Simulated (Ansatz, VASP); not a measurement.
## C in VASP and in Ansatz

Contents of INCAR:

```
SYSTEM = C
  PREC = Accurate
  ENCUT = 520
  EDIFF = 1E-6
  ISMEAR = 0
  SIGMA = 0.05
  LREAL = .FALSE.
  LASPH = .TRUE.
  NELM = 100
  ALGO = Normal
  ISIF = 2
  LWAVE = .FALSE.
  LCHARG = .FALSE.
  NBANDS = 26
```

The input KPOINTS:

```
regular mesh
0
G
  6 6 10
  0 0 0
```

File POSCAR:

```
C
1.0
    2.3398909477     -4.3337146136      0.0000000000
    2.3398909477      4.3337146136      0.0000000000
    0.0000000000      0.0000000000      2.4856616114
C
8
Direct
    0.6482879639      0.9815881366      0.0000000000
    0.3517120361      0.0184118634      0.0000000000
    0.0184118634      0.3517120361      0.0000000000
    0.9815881366      0.6482879639      0.0000000000
    0.4045540954      0.2260768148      0.5000000000
    0.5954459046      0.7739231852      0.5000000000
    0.7739231852      0.5954459046      0.5000000000
    0.2260768148      0.4045540954      0.5000000000
```

Input for Ansatz:

```yaml
crystal:
  lattice:
    - [2.3398909477, -4.3337146136, 0.0]
    - [2.3398909477, 4.3337146136, 0.0]
    - [0.0, 0.0, 2.4856616114]
  atoms:
    - { symbol: C, position: [0.6482879639, 0.9815881366, 0.0] }
    - { symbol: C, position: [0.3517120361, 0.0184118634, 0.0] }
    - { symbol: C, position: [0.0184118634, 0.3517120361, 0.0] }
    - { symbol: C, position: [0.9815881366, 0.6482879639, 0.0] }
    - { symbol: C, position: [0.4045540954, 0.2260768148, 0.5] }
    - { symbol: C, position: [0.5954459046, 0.7739231852, 0.5] }
    - { symbol: C, position: [0.7739231852, 0.5954459046, 0.5] }
    - { symbol: C, position: [0.2260768148, 0.4045540954, 0.5] }
basis:
  ecutwfc: 420
kpoints:
  mp_grid: { grid: [6, 6, 10] }
hamiltonian:
  xc: lda
scf:
  occupations: { method: gaussian, width: 0.05 }
output:
  forces: true
  stress: true
  eigenvalues: true
  write_density: true
  write_potential: true
  elf: true
  volumetric_format: npy
```

Change from the starting cell: strain +0.1125 x Voigt [1, 0, 0, 0, 0, 0], atoms carried along.

Alike in both runs: task single point; functional LDA; k mesh 6 × 6 × 10; occupations gaussian, width 0.05 eV; no spin polarisation.

|  | VASP | Ansatz |
| --- | --- | --- |
| version | VASP 6.6.1 | Ansatz 0.2.0 |
| potentials or method | VASP PAW LDA potentials, release 64 (C), cutoff 520 eV | scalar-relativistic, plane waves, PAW |
| valence electrons in the cell | 32 | 32 |

|  | VASP | Ansatz | Ansatz less VASP |
| --- | --- | --- | --- |
| gap on the k mesh at the Fermi level (eV) | 2.24 | 2.24 | +0.001 |
| least direct gap on the mesh (eV) | 2.89 | 2.90 | +0.003 |
| pressure (GPa) | -32.5 | -33.6 | -1.16 |
| traceless stress, the component that is largest in VASP (GPa) | -57.18 | -56.95 | +0.226 |
| rms of the force components (eV/Å) | 0.414 | 0.426 | +0.0117 |

LDA's correlation is that of Perdew and Zunger in VASP and of Perdew and Wang (1992) in Ansatz. Atom by atom the forces differ by 0.016 eV/Å (rms over components). Both programs put the cell under strong tension, so it lies far from rest at this level.

Noted on VASP's run: the cell as given lies far from equilibrium.
